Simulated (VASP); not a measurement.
MgH2:

```
Mg H
1.0
     0.00000    2.36496    2.36496
     2.36496    0.00000    2.36496
     2.36496    2.36496    0.00000
Mg H
1 2
Direct
  0.00000 0.00000 0.00000
  0.25000 0.25000 0.25000
  0.75000 0.75000 0.75000
```

Base run:

```yaml
Program: VASP 6.6.1
Functional: PBE
Potentials_or_basis: VASP PAW PBE potentials, release 64 (Mg, H)
Cutoff: 520 eV
k_mesh: 10 × 10 × 10
Occupations: fermi-dirac, width 0.02 eV
Spin: no spin polarisation
```

Its results: band gap on the k mesh zero (bands 2 and 3 overlap by 1.33 eV); pressure 0.7 GPa.

The run is repeated on the same cell with these changes: functional from PBE to r2SCAN; further incar settings from ALGO = Normal; EDIFF = 1e-07; NBANDS = 9 to ALGO = Normal; EDIFF = 1e-06; NBANDS = 9. What comes out?

Band gap on the k mesh zero (bands 2 and 3 overlap by 0.93 eV); pressure -0.8 GPa.

Caveats: the structure was generated, so it needn't be the stable form of MgH2; the PAW data sets were made with another functional, which shifts forces and pressure a little (at least some runs).
